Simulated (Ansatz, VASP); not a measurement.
**One calculation of Zr, two programs**

INCAR

```
ALGO = Fast
EDIFF = 1E-7
ENCUT = 520
GGA = PE
ISIF = 2
ISMEAR = 0
LASPH = True
LCHARG = False
LREAL = False
LWAVE = False
NBANDS = 19
NELM = 80
PREC = Accurate
SIGMA = 0.15
```

File KPOINTS:

```
k-points
0
Gamma
  18 18 10
```

POSCAR

```
Zr
1.0
    3.2319982225      0.0000000000      0.0000000000
   -1.6159991112      2.7989925657      0.0000000000
    0.0000000000      0.0000000000      5.1470000000
Zr
2
Direct
    0.2941022105      0.7738480875      0.2500000000
    0.6666666667      0.3333333333      0.7500000000
```

Input for Ansatz:

```yaml
crystal:
  lattice:
    - [3.2319982225, 0.0, 0.0]
    - [-1.6159991112, 2.7989925657, 0.0]
    - [0.0, 0.0, 5.147]
  atoms:
    - { symbol: Zr, position: [0.2941022105, 0.7738480875, 0.25] }
    - { symbol: Zr, position: [0.6666666667, 0.3333333333, 0.75] }
basis:
  ecutwfc: 420
kpoints:
  mp_grid: { grid: [18, 18, 10] }
hamiltonian:
  xc: pbe
scf:
  occupations: { method: gaussian, width: 0.15 }
output:
  forces: true
  stress: true
  eigenvalues: true
```

Alike in both runs: task single point; functional PBE; k mesh 18 × 18 × 10; occupations gaussian, width 0.15 eV; no spin polarisation.

```csv
,VASP,Ansatz
version,VASP 6.6.1,Ansatz 0.2.0
potentials or method,"VASP PAW PBE potentials, release 64 (Zr_sv), cutoff 520 eV","scalar-relativistic, plane waves, PAW"
valence electrons in the cell,24,24
```

VASP gave:

```
gap on the k mesh at the Fermi level (eV)                     : none
pressure (GPa)                                                : -0.2
traceless stress, the component that is largest in VASP (GPa) : -2.15
rms of the force components (eV/Å)                            : 0.151
```

Problem. Which values does Ansatz return?

Solution. gap on the k mesh at the Fermi level (eV): none; pressure (GPa): -0.2; traceless stress, the component that is largest in VASP (GPa): -2.14; rms of the force components (eV/Å): 0.150.

Atom by atom the forces differ by 0.001 eV/Å (rms over components). A gap of «none» marks a metal or a gap that the smearing closes. With one functional, cell and mesh, what is left measures potentials, basis and numerics.
